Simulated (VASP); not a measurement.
# BaTaH5 (P4/mmm) in VASP: a series of runs, part 2 of 2

VASP 6.6.1. Earlier steps stand in the parts before.

### 3 Single point, PBE

This run uses another cell than the first one, of 12.88 Å³/atom, 1.147 times its volume.

Input file INCAR:

```
SYSTEM = BaTaH5
PREC = Accurate
ENCUT = 520
EDIFF = 1E-6
ISMEAR = 0
SIGMA = 0.1
LREAL = .FALSE.
LASPH = .TRUE.
NELM = 100
ALGO = Normal
ISIF = 2
LWAVE = .FALSE.
LCHARG = .TRUE.
GGA = PE
LELF = .TRUE.
LVHAR = .TRUE.
NBANDS = 22
```

Input file KPOINTS:

```
regular mesh
0
G
  4 4 4
  0 0 0
```

Input file POSCAR:

```
BaTaH5
1.0
    3.8183043400      0.0000000000      0.0000000000
    0.0000000000      3.8183043400      0.0000000000
    0.0000000000      0.0000000000      6.1861245400
Ba Ta H
1 1 5
Direct
    0.0000000000      0.0000000000      0.0000000000
    0.0000000000      0.0000000000      0.5000000000
    0.5000000000      0.5000000000      0.0000000000
    0.5000000000      0.0000000000      0.6943422600
    0.0000000000      0.5000000000      0.6943422600
    0.5000000000      0.0000000000      0.3056577400
    0.0000000000      0.5000000000      0.3056577400
```

Potentials or basis: VASP PAW PBE potentials, release 64 (Ba_sv, Ta_pv, H).

Launch:

```bash
$ cat potpaw_PBE.64/Ba_sv/POTCAR potpaw_PBE.64/Ta_pv/POTCAR potpaw_PBE.64/H/POTCAR > POTCAR
$ mpirun -np 1 vasp_std > vasp.out
```

OUTCAR:

```text
SYSTEM = BaTaH5
   PREC = Accurate
   ENCUT = 520
   EDIFF = 1E-6
   ISMEAR = 0
   LREAL = .FALSE.
   LASPH = .TRUE.
   NELM = 100
   ISIF = 2
   GGA = PE

 ion  position               nearest neighbor table
   1  0.000  0.000  0.000-   4 2.69   5 2.69   6 2.69   7 2.69   5 2.69   7 2.69   4 2.69   6 2.69
                             3 2.70   3 2.70   3 2.70   3 2.70   2 3.09   2 3.09
   2  0.000  0.000  0.500-   1 3.09   1 3.09
   3  0.500  0.500  0.000-   1 2.70   1 2.70   1 2.70   1 2.70
   4  0.500  0.000  0.694-   1 2.69   1 2.69
   5  0.000  0.500  0.694-   1 2.69   1 2.69
   6  0.500  0.000  0.306-   1 2.69   1 2.69
   7  0.000  0.500  0.306-   1 2.69   1 2.69

  LATTYP: Found a simple tetragonal cell.
 ALAT       =     3.8183043400
 C/A-ratio  =     1.6201234865

  Lattice vectors:

 A1 = (   3.8183043400,   0.0000000000,   0.0000000000)
 A2 = (   0.0000000000,   3.8183043400,   0.0000000000)
 A3 = (   0.0000000000,   0.0000000000,   6.1861245400)

Analysis of symmetry for initial positions (statically):
=====================================================================
 Subroutine PRICEL returns:
 Original cell was already a primitive cell.

 Routine SETGRP: Setting up the symmetry group for a
 simple tetragonal supercell.

 Subroutine GETGRP returns: Found 16 space group operations
 (whereof 16 operations were pure point group operations)
 out of a pool of 16 trial point group operations.

The static configuration has the point symmetry D_4h.

Analysis of symmetry for dynamics (positions and initial velocities):
=====================================================================
 Subroutine PRICEL returns:
 Original cell was already a primitive cell.

 Routine SETGRP: Setting up the symmetry group for a
 simple tetragonal supercell.

 Subroutine GETGRP returns: Found 16 space group operations
 (whereof 16 operations were pure point group operations)
[... 126 lines left out ...]
  volume/ion in A,a.u.               =      12.88        86.95
  Fermi-wavevector in a.u.,A,eV,Ry     =   1.081466  2.043674 15.912936  1.169568
  Thomas-Fermi vector in A             =   2.217483
   LORBIT       =      0    0 simple, 1 ext, 2 COOP (PROOUT), +10 PAW based schemes
   GGA     = PE    functional components
   LHFCALC =     F    Hartree Fock is set to
   AEXX    =    0.0000 exact exchange contribution
   IVDW    =     0    specifies the selected vdW correction
   LEPSILON=     F    determine dielectric tensor
   LRPA    =     F    only Hartree local field effects (RPA)
 non-spin polarized calculation
 Gauss-broadening in eV      SIGMA  =   0.10
  energy-cutoff  :      520.00
  volume of cell :       90.19
 maximum number of plane-waves:      2450
   NGX = 15   NGY = 15   NGZ = 23

 number of electron      26.0000002 magnetization

 Free energy of the ion-electron system (eV)
  ---------------------------------------------------
  ext. energy  EPLUGINS =         0.00000000
  ---------------------------------------------------
  free energy    TOTEN  =       -28.41067508 eV

  energy without entropy =      -28.39612034  energy(sigma->0) =      -28.40339771

 E-fermi :   1.4389     XC(G=0):  -9.3336

 val. band max:        1.4222726089   @ k =   0.0000   0.0000   0.0000
 cond. band min:       1.4667317295   @ k =   0.2500   0.0000   0.2500
 fundamental gap:      0.0444591206
 Fermi energy:         1.4388656819

 k-point     1 :       0.0000    0.0000    0.0000
  band No.  band energies     occupation
      1     -34.3005      2.00000
      2     -34.3005      2.00000
      3     -34.1176      2.00000
      4     -25.2846      2.00000
      5     -11.0218      2.00000
      6     -10.0331      2.00000
[... 439 lines left out ...]
     21       6.4959      0.00000
     22       7.8632      0.00000

------------------------ aborting loop because EDIFF is reached ----------------------------------------

  FORCE on cell =-STRESS in cart. coord.  units (eV):
  Direction    XX          YY          ZZ          XY          YZ          ZX
  --------------------------------------------------------------------------------------
  -------------------------------------------------------------------------------------
  Total       -9.3241380     -9.3241380      4.4450433      0.0000000     -0.0000000     -0.0000000
  in kB     -165.6378314   -165.6378314     78.9635809      0.0000000     -0.0000000     -0.0000000
  external PRESSURE =     -84.1040273 kB  Pullay stress =       0.0000000 kB

 VOLUME and BASIS-vectors are now :
 -----------------------------------------------------------------------------
  energy-cutoff  :      520.00
  volume of cell :       90.19
      direct lattice vectors                 reciprocal lattice vectors
     3.818304340  0.000000000  0.000000000     0.261896358  0.000000000  0.000000000
     0.000000000  3.818304340  0.000000000     0.000000000  0.261896358  0.000000000
     0.000000000  0.000000000  6.186124540     0.000000000  0.000000000  0.161652096

 POSITION                                       TOTAL-FORCE (eV/Angst)
 -----------------------------------------------------------------------------------
      0.00000      0.00000      0.00000        -0.000000     -0.000000      0.000000
      0.00000      0.00000      3.09306        -0.000000     -0.000000      0.000000
      1.90915      1.90915      0.00000        -0.000000     -0.000000      0.000000
      1.90915      0.00000      4.29529        -0.000000     -0.000000     -1.141502
      0.00000      1.90915      4.29529         0.000000      0.000000     -1.141502
      1.90915      0.00000      1.89084         0.000000     -0.000000      1.141502
      0.00000      1.90915      1.89084         0.000000     -0.000000      1.141502
 -----------------------------------------------------------------------------------
    total drift:                               -0.000000      0.000000      0.000000

  FREE ENERGIE OF THE ION-ELECTRON SYSTEM (eV)
  ---------------------------------------------------
  free  energy   TOTEN  =       -28.4106750776 eV

  energy  without entropy=      -28.3961203375  energy(sigma->0) =      -28.40339771
```

OSZICAR:

```text
N       E                     dE             d eps       ncg     rms          rms(c)
DAV:   1     0.150505774807E+03    0.15051E+03   -0.12851E+04   792   0.107E+03
DAV:   2    -0.240543427211E+02   -0.17456E+03   -0.16940E+03   938   0.248E+02
DAV:   3    -0.324844527494E+02   -0.84301E+01   -0.83115E+01  1098   0.510E+01
DAV:   4    -0.327192422532E+02   -0.23479E+00   -0.23436E+00  1066   0.720E+00
DAV:   5    -0.327251914979E+02   -0.59492E-02   -0.59486E-02  1112   0.893E-01    0.131E+01
DAV:   6    -0.285231900499E+02    0.42020E+01   -0.10619E+01   944   0.143E+01    0.453E+00
DAV:   7    -0.284172343248E+02    0.10596E+00   -0.12566E+00   966   0.470E+00    0.210E+00
DAV:   8    -0.284172490990E+02   -0.14774E-04   -0.18974E-01   934   0.194E+00    0.104E+00
DAV:   9    -0.284100920787E+02    0.71570E-02   -0.54896E-02   918   0.106E+00    0.245E-01
DAV:  10    -0.284104457467E+02   -0.35367E-03   -0.47929E-03   912   0.356E-01    0.110E-01
DAV:  11    -0.284106841567E+02   -0.23841E-03   -0.82600E-04   988   0.154E-01    0.266E-02
DAV:  12    -0.284106748323E+02    0.93245E-05   -0.81561E-05   948   0.477E-02    0.150E-02
DAV:  13    -0.284106761176E+02   -0.12854E-05   -0.37073E-05   952   0.289E-02    0.101E-02
DAV:  14    -0.284106748159E+02    0.13017E-05   -0.51225E-06   916   0.115E-02    0.243E-03
DAV:  15    -0.284106750776E+02   -0.26167E-06   -0.94640E-07   662   0.430E-03
   1 F= -.28410675E+02 E0= -.28403398E+02  d E =-.145547E-01
```

It took 25 s on 1 thread of AMD EPYC 7R13 (Zen 3), shared host; peak memory 0.18 GiB.

Results:

```
Free energy            : -28.4107 eV
Pressure               : -8.4 GPa
Largest force          : 1.142 eV/Å
Band gap on the k mesh : zero (band 13 reaches 1.92 eV, above the bottom of band 14 at 0.75 eV)
```

Forces on the atoms (eV/Å):
```
Ba   0.000  0.000  0.000
Ta   0.000  0.000  0.000
H    0.000  0.000  0.000
H    0.000  0.000 -1.142
H    0.000  0.000 -1.142
H    0.000  0.000  1.142
H    0.000  0.000  1.142
```

Levels at points of the mesh, in eV from the Fermi level:
```tsv
k point	band 10	band 11	band 12	band 13	band 14	band 15	band 16	band 17
(0.00, 0.00, 0.00)	-2.72	-2.17	-0.96	-0.22	-0.02	-0.02	1.28	1.79
(0.50, 0.00, 0.00)	-3.71	-1.48	-0.96	-0.10	0.17	0.43	1.71	2.00
(0.50, 0.50, 0.00)	-3.14	-3.14	-2.62	-1.42	-0.69	1.61	2.32	3.94
(0.00, 0.00, 0.50)	-4.04	-1.28	-1.12	0.41	0.41	0.62	1.28	4.18
(0.50, 0.00, 0.50)	-3.60	-2.68	-0.18	0.46	0.55	0.79	1.80	2.59
(0.50, 0.50, 0.50)	-3.33	-3.33	-2.41	-1.10	0.97	1.61	2.37	2.90
```

Caveat: the k points lie up to 0.41 Å⁻¹ apart; spin-orbit coupling is left out, which moves the levels of the heavy elements; forces of over 1 eV/Å act on the atoms, so gaps and moduli don't describe the material at rest.
